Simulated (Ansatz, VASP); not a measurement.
One calculation of Ge3SbSe, two programs

File INCAR:

```
SYSTEM = Ge3SbSe
ALGO = Normal
EDIFF = 1E-6
EDIFFG = -0.01
ENCUT = 600
GGA = PE
IBRION = 2
ISIF = 3
ISMEAR = 0
LASPH = .True.
LCHARG = .False.
LREAL = .False.
LWAVE = .False.
NELM = 60
NSW = 100
PREC = Accurate
SIGMA = 0.1
```

The input KPOINTS:

```
k-points
0
Gamma
  8 8 8
  0 0 0
```

POSCAR

```
Ge3SbSe
1.0
    5.1574187635      0.0000000000      0.0000000000
    0.0000000000      5.1574187635      0.0000000000
    0.0000000000      0.0000000000      5.1574187635
Ge Sb Se
3 1 1
Direct
    0.5000000000      0.0000000000      0.0000000000
    0.0000000000      0.5000000000      0.0000000000
    0.0000000000      0.0000000000      0.5000000000
    0.5000000000      0.5000000000      0.5000000000
    0.0000000000      0.0000000000      0.0000000000
```

Input for Ansatz:

```yaml
crystal:
  lattice:
    - [5.1574187635, 0.0, 0.0]
    - [0.0, 5.1574187635, 0.0]
    - [0.0, 0.0, 5.1574187635]
  atoms:
    - { symbol: Ge, position: [0.5, 0.0, 0.0] }
    - { symbol: Ge, position: [0.0, 0.5, 0.0] }
    - { symbol: Ge, position: [0.0, 0.0, 0.5] }
    - { symbol: Sb, position: [0.5, 0.5, 0.5] }
    - { symbol: Se, position: [0.0, 0.0, 0.0] }
basis:
  ecutwfc: 420
kpoints:
  mp_grid: { grid: [8, 8, 8] }
hamiltonian:
  xc: pbe
scf:
  occupations: { method: gaussian, width: 0.1 }
output:
  forces: true
  stress: true
  eigenvalues: true
  write_density: true
  write_potential: true
  elf: true
  volumetric_format: npy
relax:
  adjacent_minimum: "off"
  f_tol: 0.01
  max_steps: 80
  cell: { stress_tol: 0.05 }
```

Change from the starting cell: species swapped into the Gd3SnC type (Pm-3m, No. 221).

Alike in both runs: task relaxation of cell and atoms; functional PBE; k mesh 8 × 8 × 8; occupations gaussian, width 0.1 eV; no spin polarisation.

```csv
,VASP,Ansatz
version,VASP 6.6.1,Ansatz 0.2.0
potentials or method,"VASP PAW PBE potentials, release 64 (Ge_d, Sb, Se), cutoff 600 eV","scalar-relativistic, plane waves, PAW"
valence electrons in the cell,53,73
```

|  | VASP | Ansatz | Ansatz less VASP |
| --- | --- | --- | --- |
| gap on the k mesh at the Fermi level, each at its own relaxed structure (eV) | none | none | - |
| relaxed volume (Å³/atom) | 27.44 | 27.44 | 0.000 |
| relaxed length of the cell vector where the two differ most in proportion (Å) | 5.157 | 5.157 | 0.0000 |

A gap of «none» marks a metal or a gap that the smearing closes. VASP's potentials hold 53 valence electrons a cell and Ansatz's 73, so a difference there can come from the potentials and not from the codes.

Spin-orbit coupling is off throughout. Noted on VASP's run: the relaxation stopped at its first step, so nothing moved.
